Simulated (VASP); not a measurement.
# AlRu: single point with LDA

The system is AlRu.

```xyz
2
Lattice="2.9538 0.0000 0.0000 0.0000 2.9538 0.0000 0.0000 0.0000 2.9538" Properties=species:S:1:pos:R:3 pbc="T T T"
Al    0.0000    0.0000    0.0000
Ru    1.4769    1.4769    1.4769
```

- Program: VASP 6.6.1
- Task: single point
- Functional: LDA
- Potentials or basis: VASP PAW LDA potentials, release 64 (Al, Ru_pv)
- Cutoff: 520 eV
- k mesh: 12 × 12 × 12
- Occupations: gaussian, width 0.15 eV
- Spin: no spin polarisation
- Dipole correction: no
- Further INCAR settings: ALGO = Normal; EDIFF = 1e-06; NBANDS = 16

| Quantity | Value |
| --- | --- |
| Pressure | 0.5 GPa |
| Band gap on the k mesh | zero (an odd number of electrons rules out a gap without spin polarisation) |

Levels at points of the mesh, in eV from the Fermi level:
```
           k point  band 7  band 8  band 9  band 10  band 11  band 12
(0.00, 0.00, 0.00)    0.20    0.20    0.20     6.22     6.22     6.22
(0.50, 0.00, 0.00)   -1.68   -1.68    0.48     2.42     7.48    11.19
(0.50, 0.50, 0.00)   -1.36   -1.24   -1.24     1.62     5.53     6.63
(0.50, 0.50, 0.50)    1.72    1.72    2.72     4.23     4.23     4.23
```

It took 22 s on 1 thread of Intel Xeon 8259CL, with other jobs on the host, peak memory 0.15 GiB.
